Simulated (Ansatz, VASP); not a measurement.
Al in VASP and in Ansatz

```
Al
1.0
     3.21264    3.21264    3.21264
    -3.21264   -3.21264    3.21264
     3.21264   -3.21264   -3.21264
Al
8
Direct
  0.85433 0.53642 0.39074
  0.00000 0.00000 0.50000
  0.00000 0.50000 0.00000
  0.00000 0.00000 0.00000
  0.50000 0.50000 0.50000
  0.50000 0.00000 0.50000
  0.50000 0.50000 0.00000
  0.50000 0.00000 0.00000
```

Alike in both runs: task single point; functional PBEsol; k mesh 10 × 10 × 10; occupations gaussian, width 0.15 eV; no spin polarisation.

|  | VASP | Ansatz |
| --- | --- | --- |
| version | VASP 6.6.1 | Ansatz 0.2.0 |
| potentials or method | VASP PAW PBE potentials, release 64 (Al), cutoff 520 eV | scalar-relativistic, plane waves, PAW |
| valence electrons in the cell | 24 | 24 |

```tsv
	VASP	Ansatz	Ansatz less VASP
gap on the k mesh at the Fermi level (eV)	none	none	-
pressure (GPa)	8.6	8.5	-0.12
traceless stress, the component that is largest in VASP (GPa)	2.24	2.23	-0.009
rms of the force components (eV/Å)	1.809	1.799	-0.0101
```

VASP's potentials were made for PBE, not for PBEsol, and Ansatz warns of the same on its side. Atom by atom the forces differ by 0.010 eV/Å (rms over components). A gap of «none» marks a metal or a gap that the smearing closes.
